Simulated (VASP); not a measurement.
Set up this calculation in VASP 6.6.1, as the native input.

```yaml
Task: single point
Functional: PBE
Potentials_or_basis: VASP PAW PBE potentials, release 64 (Al, O)
Cutoff: 520 eV
k_mesh: 2 × 2 × 2
Occupations: methfessel-paxton, width 0.1 eV
Spin: no spin polarisation
Dipole_correction: no
Further_INCAR_settings: LREAL = Auto; ALGO = Normal; EDIFF = 1e-07; NBANDS = 81
```

The structure of Al36O (a cell with a defect) lies in POSCAR:

```
Al36O
1.0
    0.0000000000      6.0583944000      6.0583944000
    6.0583944000      0.0000000000      6.0583944000
    8.0778592000      8.0778592000      0.0000000000
Al O
36 1
Direct
    0.0008073039     -0.0007914611     -0.0003557802
    0.0013169533     -0.0002445431      0.2491982302
    0.0007034853     -0.0008620300      0.5001365457
    0.0008504712     -0.0007388598      0.7497863268
   -0.0010541553      0.3304411216      0.0029249289
    0.0026955675      0.3327967682      0.2478214185
    0.0010125437      0.3319582079      0.4998137887
    0.0005009661      0.3304017324      0.7507786720
   -0.0001875167      0.6671993156      0.0002421277
    0.0018037308      0.6665466119      0.2481529623
   -0.0009645641      0.6675902729      0.4980871868
   -0.0013409492      0.6682556712      0.7515141203
    0.3319913625     -0.0026135922      0.0029134771
    0.3343175848      0.0011891234      0.2478062003
    0.3334982117     -0.0005189504      0.4998247865
    0.3319676803     -0.0010670506      0.7507766113
    0.3351806755      0.3336307084     -0.0003861177
    0.3347892173      0.3332567728      0.2469347077
    0.3282308296      0.3267901164      0.4955864115
    0.3268199948      0.3251782822      0.7652732763
    0.3328160711      0.6672506378     -0.0013443255
    0.3318978596      0.6667655674      0.2499589071
    0.3296136730      0.6831959363      0.4951080149
    0.3325984397      0.6679208017      0.7497362723
    0.6687745207     -0.0017923928      0.0002537691
    0.6681116769      0.0002433401      0.2481698798
    0.6690941064     -0.0024815799      0.4981144328
    0.6698142302     -0.0029209630      0.7515283170
    0.6688118009      0.3312421163     -0.0013332141
    0.6683186256      0.3303360555      0.2499910661
    0.6848202999      0.3280012151      0.4951766755
    0.6694867019      0.3310163036      0.7497400060
    0.6678198721      0.6662421106      0.0004985363
    0.6689434989      0.6673679708      0.2492708042
    0.6692647833      0.6677333979      0.4975810848
    0.6676604619      0.6661389296      0.7485433783
    0.4168595195      0.4151548042      0.5637349117
```

One way to write it, as run:

INCAR

```
SYSTEM = Al36O
ALGO = Normal
EDIFF = 1E-7
ENCUT = 520
GGA = PE
ISIF = 2
ISMEAR = 1
LASPH = .TRUE.
LCHARG = .FALSE.
LREAL = Auto
LWAVE = .FALSE.
NBANDS = 81
NELM = 100
PREC = Accurate
SIGMA = 0.1
```

KPOINTS

```
k-points
0
G
  2 2 2
  0 0 0
```

Potentials or basis: VASP PAW PBE potentials, release 64 (Al, O).

The run is started by

```bash
$ cat potpaw_PBE.64/Al/POTCAR potpaw_PBE.64/O/POTCAR > POTCAR
$ mpirun -np 1 vasp_std > vasp.out
```

It gave:

```
Pressure               : 1.4 GPa
Largest force          : 0.013 eV/Å
Band gap on the k mesh : zero (bands 57 and 58 overlap by 0.77 eV)
```

Caveat: the k points lie up to 0.45 Å⁻¹ apart, too coarse for converged energies and pressures of a metal.

It took 42 min on 1 thread of Oxide Virtual Turin-like Processor (shared host), peak memory 0.79 GiB.
